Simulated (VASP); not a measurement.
# AlN (Pm) in VASP: single point with PBE

Aim: the single point of AlN with PBE.

All numbers are computed with VASP 6.6.1; they aren't measurements. Logs are shortened: lines on timing, memory, paths and dates and some standing lists are left out, and cuts for length are marked.

## (1) The cell of the first run

The structure is monoclinic, space group Pm (No. 6). Conventional cell: a = 3.886 Å, b = 2.977 Å, c = 4.177 Å, α = 90.00°, β = 101.67°, γ = 90.00°. Within 2.6 Å of Al (site symmetry m) lie 3 N at 1.93 to 2.23 Å. Within 2.6 Å of Al (site symmetry m) lie 4 N at 1.94 to 2.00 Å. Within 2.0 Å of N (site symmetry m) lie 1 N at 1.49 Å and 3 Al at 1.95 to 2.00 Å. Within 2.0 Å of N (site symmetry m) lie 1 N at 1.49 Å and 3 Al at 1.93 to 1.94 Å.

## (2) Single point, PBE

Input file POSCAR:

```
AlN
1.0
    3.8861629789      0.0000000000     -0.0133922529
    0.0000000000      2.9773073954      0.0000000000
   -0.8306358342      0.0000000000      4.0933018325
Al N
2 2
Direct
    0.0594295753      0.0000000000      0.1573498031
    0.7246309001      0.5000000000      0.5846658384
    0.0707097392      0.0000000000      0.6937668033
    0.4013098054      0.0000000000      0.5642175551
```

Input file INCAR.step1:

```
SYSTEM = AlN
ALGO = Normal
EDIFF = 1E-6
ENCUT = 520
GGA = PE
ISIF = 2
ISMEAR = 0
LASPH = .True.
LCHARG = .True.
LREAL = .False.
LWAVE = .False.
NBANDS = 16
NELM = 100
PREC = Accurate
SIGMA = 0.1
```

Input file KPOINTS.step1:

```
k-points
0
Gamma
  12 16 12
  0 0 0
```

Input file INCAR.step2:

```
SYSTEM = AlN
ALGO = Normal
EDIFF = 1E-6
ENCUT = 520
GGA = PE
ICHARG = 11
ISIF = 2
ISMEAR = -5
LASPH = .True.
LCHARG = .False.
LORBIT = 11
LREAL = .False.
LWAVE = .False.
NBANDS = 16
NEDOS = 1001
NELM = 100
PREC = Accurate
SIGMA = 0.1
```

Input file KPOINTS.step2:

```
k-points
0
Gamma
  18 24 18
  0 0 0
```

Potentials or basis: VASP PAW PBE potentials, release 64 (Al, N).

Started as:

```bash
cat potpaw_PBE.64/Al/POTCAR potpaw_PBE.64/N/POTCAR > POTCAR
cp INCAR.step1 INCAR
cp KPOINTS.step1 KPOINTS
mpirun -np 1 vasp_std > vasp.out
cp INCAR.step2 INCAR
cp KPOINTS.step2 KPOINTS
mpirun -np 1 vasp_std > vasp.out
```

OUTCAR:

```text
SYSTEM = AlN
   EDIFF = 1E-6
   ENCUT = 520
   GGA = PE
   ICHARG = 11
   ISIF = 2
   ISMEAR = -5
   LASPH = .True.
   LORBIT = 11
   LREAL = .False.
   NELM = 100
   PREC = Accurate

 ion  position               nearest neighbor table
   1  0.059  0.000  0.157-   4 1.93   3 1.95   3 2.23   2 2.83   2 2.83   2 2.89   2 2.89   2 3.20
                             2 3.20
   2  0.725  0.500  0.585-   4 1.94   4 1.94   3 2.00   3 2.00   1 2.83   1 2.83   1 2.89   1 2.89
                             1 3.20   1 3.20
   3  0.071  0.000  0.694-   4 1.49   1 1.95   2 2.00   2 2.00   1 2.23
   4  0.401  0.000  0.564-   3 1.49   1 1.93   2 1.94   2 1.94

  LATTYP: Found a simple monoclinic cell.
 ALAT       =     3.8861860546
 B/A-ratio  =     0.7661257988
 C/A-ratio  =     1.0747633323
 COS(beta)  =    -0.2022483725

  Lattice vectors:

 A1 = (   3.8861629789,   0.0000000000,  -0.0133922529)
 A2 = (   0.0000000000,   2.9773073954,   0.0000000000)
 A3 = (  -0.8306358342,   0.0000000000,   4.0933018325)

Analysis of symmetry for initial positions (statically):
=====================================================================
 Subroutine PRICEL returns:
 Original cell was already a primitive cell.

 Routine SETGRP: Setting up the symmetry group for a
 simple monoclinic supercell.

 Subroutine GETGRP returns: Found  2 space group operations
 (whereof  2 operations were pure point group operations)
 out of a pool of  4 trial point group operations.

The static configuration has the point symmetry C_1h.

Analysis of symmetry for dynamics (positions and initial velocities):
=====================================================================
 Subroutine PRICEL returns:
 Original cell was already a primitive cell.

 Routine SETGRP: Setting up the symmetry group for a
 simple monoclinic supercell.

 Subroutine GETGRP returns: Found  2 space group operations
 (whereof  2 operations were pure point group operations)
 out of a pool of  4 trial point group operations.

The dynamic configuration has the point symmetry C_1h.

 Subroutine INISYM returns: Found  2 space group operations
 (whereof  2 operations are pure point group operations),
 and found     1 'primitive' translations

----------------------------------------------------------------------------------------

                                     Primitive cell

  volume of cell :      47.3276

  direct lattice vectors                    reciprocal lattice vectors
     3.886162979  0.000000000 -0.013392253     0.257503302  0.000000000  0.052254019
     0.000000000  2.977307395  0.000000000     0.000000000  0.335873952  0.000000000
    -0.830635834  0.000000000  4.093301832     0.000842486  0.000000000  0.244472516

  length of vectors
     3.886186055  2.977307395  4.176730274     0.262751656  0.335873952  0.244473968

  position of ions in fractional coordinates (direct lattice)
     0.059429575  0.000000000  0.157349803
     0.724630900  0.500000000  0.584665838
     0.070709739  0.000000000  0.693766803
     0.401309805  0.000000000  0.564217555

  ion indices of the primitive-cell ions
   primitive index   ion index
                 1           1
                 2           2
                 3           3
                 4           4

----------------------------------------------------------------------------------------

 KPOINTS: k-points

Automatic generation of k-mesh.
 Grid dimensions read from file:
 generate k-points for:   18   24   18

 Generating k-lattice:

  Cartesian coordinates                     Fractional coordinates (reciprocal lattice)
     0.014305739  0.000000000  0.002903001     0.055555556  0.000000000  0.000000000
     0.000000000  0.013994748  0.000000000     0.000000000  0.041666667  0.000000000
     0.000046805  0.000000000  0.013581806     0.000000000  0.000000000  0.055555556

  Length of vectors
     0.014597314  0.013994748  0.013581887

  Shift w.r.t. Gamma in fractional coordinates (k-lattice)
     0.000000000  0.000000000  0.000000000

 TETIRR: Found  23328 inequivalent tetrahedra from    46656

 Subroutine IBZKPT returns following result:
 ===========================================

 Found   2132 irreducible k-points:

 Following reciprocal coordinates:
            Coordinates               Weight
  0.000000  0.000000  0.000000      1.000000
  0.055556  0.000000 -0.000000      2.000000
  0.111111  0.000000 -0.000000      2.000000
  0.166667  0.000000 -0.000000      2.000000
  0.222222  0.000000 -0.000000      2.000000
  0.277778  0.000000  0.000000      2.000000
[... 16 lines left out ...]
  0.111111  0.083333 -0.000000      4.000000
  0.166667  0.083333 -0.000000      4.000000
 [... further k-points ...]
   k-points           NKPTS =   2132   k-points in BZ     NKDIM =   2132   number of bands    NBANDS=     16
   number of dos      NEDOS =   1001   number of ions     NIONS =      4
   total plane-waves  NPLWV =  23040
   dimension x,y,z NGX =    30 NGY =   24 NGZ =   32
   dimension x,y,z NGXF=    60 NGYF=   48 NGZF=   64
   ions per type =               2   2
   NGX,Y,Z   is equivalent  to a cutoff of  12.83, 13.40, 12.74 a.u.
   NGXF,Y,Z  is equivalent  to a cutoff of  25.67, 26.80, 25.47 a.u.
 SYSTEM =  AlN
   PREC   = accura    normal or accurate (medium, high low for compatibility)
   ISTART =      0    job   : 0-new  1-cont  2-samecut
   ICHARG =     11    charge: 1-file 2-atom 10-const
   ISPIN  =      1    spin polarized calculation?
   LNONCOLLINEAR =      F non collinear calculations
   LSORBIT =      F    spin-orbit coupling
   LASPH  =      T    aspherical Exc in radial PAW
   ENCUT  =  520.0 eV  38.22 Ry    6.18 a.u.   7.23  5.54  7.77*2*pi/ulx,y,z
   NELM   =    100;   NELMIN=  2; NELMDL=  0     # of ELM steps
   EDIFF  = 0.1E-05   stopping-criterion for ELM
   LREAL  =      F    real-space projection
   EDIFFG = 0.1E-04   stopping-criterion for IOM
   NSW    =      0    number of steps for IOM
   IBRION =     -1    ionic relax: 0-MD 1-quasi-New 2-CG
   NFREE  =      0    steps in history (QN), initial steepest desc. (CG)
   ISIF   =      2    stress and relaxation
   ISYM   =      2    0-nonsym 1-usesym 2-fastsym
   POTIM  = 0.5000    time-step for ionic-motion
   TEBEG  =    0.0;   TEEND  =   0.0 temperature during run
   PSTRESS=    0.0 pullay stress
   NELECT =      16.0000    total number of electrons
   NUPDOWN=      -1.0000    fix difference up-down
   EMIN   =  10.00;   EMAX   =-10.00  energy-range for DOS
   EFERMI =   0.00;   METHOD = LEGACY
   ISMEAR =    -5;   SIGMA  =   0.10  broadening in eV -4-tet -1-fermi 0-gaus
   EFERMI_NEDOS =   21; number of points for ismear=-14 and -15
   IALGO  =     38    algorithm
   IMIX   =      4    mixing-type and parameters
     AMIX     =   0.40;   BMIX     =  1.00
     AMIX_MAG =   1.60;   BMIX_MAG =  1.00
  volume/ion in A,a.u.               =      11.83        79.85
  Fermi-wavevector in a.u.,A,eV,Ry     =   1.140451  2.155140 17.696123  1.300628
  Thomas-Fermi vector in A             =   2.277153
   LORBIT       =     11    0 simple, 1 ext, 2 COOP (PROOUT), +10 PAW based schemes
   GGA     = PE    functional components
   LHFCALC =     F    Hartree Fock is set to
   AEXX    =    0.0000 exact exchange contribution
   IVDW    =     0    specifies the selected vdW correction
   LEPSILON=     F    determine dielectric tensor
   LRPA    =     F    only Hartree local field effects (RPA)
 non-spin polarized calculation
 Fermi weights with tetrahedron method with Bloechl corrections
  energy-cutoff  :      520.00
  volume of cell :       47.33
 maximum number of plane-waves:      1300
 NGX is ok and might be reduce to    30

 number of electron      16.0000002 magnetization

 Free energy of the ion-electron system (eV)
  ---------------------------------------------------
  ext. energy  EPLUGINS =         0.00000000
  ---------------------------------------------------
  free energy    TOTEN  =       -24.66319010 eV

  energy without entropy =      -24.66319010  energy(sigma->0) =      -24.66319010

 E-fermi :   7.4058     XC(G=0): -10.4479

 val. band max:        7.4872580571   @ k =  -0.3889   0.5000   0.0556
 cond. band min:       7.3598147790   @ k =   0.4444   0.0000   0.0556
 fundamental gap:     -0.1274432781
 Fermi energy:         7.4057719557

 k-point     1 :       0.0000    0.0000    0.0000
  band No.  band energies     occupation
      1     -12.2881      2.00000
      2      -5.1132      2.00000
      3      -2.0517      2.00000
      4       0.3862      2.00000
      5       2.4071      2.00000
      6       2.6756      2.00000
[... 8 lines left out ...]
     15      17.9353      0.00000
     16      18.4306      0.00000

 k-point     2 :       0.0556    0.0000   -0.0000
  band No.  band energies     occupation
      1     -12.2744      2.00000
      2      -5.2153      2.00000
      3      -1.9709      2.00000
      4       0.4298      2.00000
      5       2.4359      2.00000
      6       2.6868      2.00000
[... 8 lines left out ...]
     15      17.7047      0.00000
     16      18.5123      0.00000

 k-point     3 :       0.1111    0.0000   -0.0000
  band No.  band energies     occupation
      1     -12.2339      2.00000
      2      -5.4826      2.00000
      3      -1.7661      2.00000
      4       0.5509      2.00000
      5       2.5239      2.00000
      6       2.7199      2.00000
[... 8 lines left out ...]
     15      17.3103      0.00000
     16      18.5885      0.00000
[... 362 lines left out ...]
 k-point    23 :       0.1111    0.0833   -0.0000
  band No.  band energies     occupation
      1     -12.1913      2.00000
      2      -5.4409      2.00000
      3      -1.7306      2.00000
      4       0.5907      2.00000
      5       2.2157      2.00000
      6       2.7631      2.00000
[... 8 lines left out ...]
     15      17.5500      0.00000
     16      18.3173      0.00000

 k-point    24 :       0.1667    0.0833   -0.0000
  band No.  band energies     occupation
      1     -12.1277      2.00000
      2      -5.7952      2.00000
      3      -1.4698      2.00000
      4       0.7469      2.00000
      5       2.3294      2.00000
      6       2.8543      2.00000
[... 8 lines left out ...]
     15      17.2235      0.00000
     16      18.0634      0.00000

 [... further k-points ...]
[... 5 lines left out ...]
  --------------------------------------------------------------------------------------
  -------------------------------------------------------------------------------------
  Total        0.0027083     -0.0795447     -0.0401865      0.0000000      0.0000000     -0.0345075
  in kB        0.0916834     -2.6928182     -1.3604298      0.0000000      0.0000000     -1.1681779
  external PRESSURE =      -1.3205215 kB  Pullay stress =       0.0000000 kB

 VOLUME and BASIS-vectors are now :
 -----------------------------------------------------------------------------
  energy-cutoff  :      520.00
  volume of cell :       47.33
      direct lattice vectors                 reciprocal lattice vectors
     3.886162979  0.000000000 -0.013392253     0.257503302  0.000000000  0.052254019
     0.000000000  2.977307395  0.000000000     0.000000000  0.335873952  0.000000000
    -0.830635834  0.000000000  4.093301832     0.000842486  0.000000000  0.244472516

 POSITION                                       TOTAL-FORCE (eV/Angst)
 -----------------------------------------------------------------------------------
      0.10025      0.00000      0.64328        -0.002948      0.000000     -0.007051
      2.33039      1.48865      2.38351         0.002968      0.000000     -0.001730
     -0.30148      0.00000      2.83885        -0.043897      0.000000      0.030590
      1.09090      0.00000      2.30414         0.043877      0.000000     -0.021809
 -----------------------------------------------------------------------------------
    total drift:                                0.000763      0.000000     -0.001201

  FREE ENERGIE OF THE ION-ELECTRON SYSTEM (eV)
  ---------------------------------------------------
  free  energy   TOTEN  =       -24.6631901035 eV

  energy  without entropy=      -24.6631901035  energy(sigma->0) =      -24.66319010

 total charge

# of ion       s       p       d       tot
------------------------------------------
    1        0.395   0.363   0.000   0.758
    2        0.356   0.396   0.000   0.752
    3        1.238   2.532   0.000   3.770
    4        1.237   2.538   0.000   3.775
--------------------------------------------------
tot          3.226   5.829   0.000   9.055
```

It took 24 min on 1 thread of Intel Xeon Platinum 8375C at 2.90GHz (Ice Lake), shared host; peak memory 1.3 GiB.

What came out:

```
Valence electrons inside the program's atomic spheres : Al 0.76, 0.75; N 3.77
```
